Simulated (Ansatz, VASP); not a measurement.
## TaN in VASP and in Ansatz

```
Ta N
1.0
     3.05000    0.00000    0.00000
    -1.52500    2.64138    0.00000
     0.00000    0.00000    4.94000
Ta N
2 2
Direct
  0.33436 0.66716 0.00517
  0.65339 0.32095 0.48991
  0.31934 0.65139 0.38280
  0.67474 0.32995 0.88397
```

Change from the starting cell: atoms moved at random, drawn with an rms of 0.05 Å.

Alike in both runs: task single point; functional PBE; k mesh 10 × 10 × 6; occupations fermi-dirac, width 0.05 eV; no spin polarisation.

|  | VASP | Ansatz |
| --- | --- | --- |
| version | VASP 6.6.1 | Ansatz 0.2.0 |
| potentials or method | VASP PAW PBE potentials, release 64 (Ta_pv, N) | Ansatz PAW |
| plane-wave cutoff (eV) | 520 | 420 |
| valence electrons in the cell | 32 | 36 |

VASP gave:

| Item | Value |
| --- | --- |
| gap on the k mesh at the Fermi level (eV) | none |
| rms of the force components (eV/Å) | 1.566 |

Question: Which values does Ansatz return?

Answer: gap on the k mesh at the Fermi level (eV): none; rms of the force components (eV/Å): 1.532.

Atom by atom the forces differ by 0.035 eV/Å (rms over components). A gap of «none» marks a metal or a gap that the smearing closes. VASP's potentials hold 32 valence electrons a cell and Ansatz's 36, so a difference there can come from the potentials and not from the codes.

Spin-orbit coupling is off throughout. Noted on Ansatz's run: the cell as given lies far from equilibrium.
